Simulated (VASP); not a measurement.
Set up this calculation in VASP 6.6.1, as the native input.

* Task: single point
* Functional: PBE
* Potentials or basis: VASP PAW PBE potentials, release 64 (Ti_sv)
* Cutoff: 500 eV
* k mesh: 4 × 4 × 4
* Occupations: gaussian, width 0.1 eV
* Spin: no spin polarisation
* Dipole correction: no
* Further INCAR settings: ALGO = Normal; EDIFF = 1e-06; NBANDS = 45

The structure of Ti lies in POSCAR:

```
Ti
1.0
    0.0000000000      4.7511027995      2.5633114355
    4.2513866955      0.0000000000      2.5633114355
    4.2513866955      4.7511027995      0.0000000000
Ti
6
Direct
    0.8491783867      0.5159601772      0.6507005149
    0.5159601772      0.8491783867     -0.0158390787
    0.5992994851      0.2658390787      0.4008216133
    0.2658390787      0.5992994851      0.7340398228
    0.9325614362      0.9325614362      0.0674385638
    0.1825614362      0.1825614362      0.3174385638
```

The cell was generated, and may not be a known phase.

The input as run:

INCAR

```
  ALGO = Normal
  EDIFF = 1E-6
  ENCUT = 500
  GGA = PE
  GGA_COMPAT = False
  ISIF = 2
  ISMEAR = 0
  LASPH = True
  LCHARG = False
  LREAL = False
  LWAVE = False
  NBANDS = 45
  NELM = 120
  PREC = Accurate
  SIGMA = 0.1
```

KPOINTS

```
k-points
0
Gamma
  4 4 4
```

Potentials or basis: VASP PAW PBE potentials, release 64 (Ti_sv).

Launch:

```sh
$ cat potpaw_PBE.64/Ti_sv/POTCAR > POTCAR
$ mpirun -np 1 vasp_std > vasp.out
```

Results of the run:

```json
{
 "Pressure": "-0.2 GPa",
 "Band gap on the k mesh": "zero (bands 36 and 37 overlap by 0.43 eV)"
}
```

Caveat: the k points lie up to 0.39 Å⁻¹ apart.

Wall time 110 s on 1 thread of Oxide Virtual Turin-like Processor (shared host), peak memory 0.23 GiB.
